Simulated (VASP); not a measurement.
Runs of VASP 6.6.1 on GaAs. The structure is that of space group F-43m (No. 216), or close to it. The cells are those of the table. 

```csv
task,level,spin,cell,k mesh,cutoff (eV),smearing,dipole correction,grid for exact exchange (PRECFOCK),share of exact exchange,screening parameter,gap on the mesh (eV),pressure (GPa),moment (μB)
dielectric tensor,PBE+D3(BJ),off,"a = 3.998 Å, angles 60.0°, 2 atoms",8 × 8 × 8,400,gaussian 0.01 eV,no,-,-,-,0.52,-,-
single point,BLYP+D3(BJ),"non-collinear, typed start","a = 3.916 Å, angles 60.0°, 2 atoms",6 × 6 × 6,520,gaussian 0.15 eV,no,-,-,-,(a),6.5,0.00
single point,BLYP+D3(BJ),"non-collinear, typed start","a = 3.998 Å, angles 60.0°, 2 atoms",6 × 6 × 6,520,gaussian 0.15 eV,no,-,-,-,0.39,1.3,0.00
single point,HSE06,"SOC, no magnetisation","a = 3.998 Å, angles 60.0°, 2 atoms",6 × 6 × 6,520,gaussian 0.02 eV,-,Fast,0.25,0.2 1/Å,-,(b),-
```

Alike in all rows: potentials or basis VASP PAW PBE potentials, release 64 (As, Ga_d).

Question: Estimate the missing entries.

Answer: (a) 0.88; (b) 1.0.

Caveats: the PAW data sets were made with another functional, which shifts forces and pressure a little (at least some runs); the gap is small at this level, which inflates the dielectric constant (at least some runs); three body term missing (at least some runs); the cell stands under pressure (at least some runs).

A k mesh can miss the band edges, and rows without SOC leave out spin-orbit coupling on As, Ga.
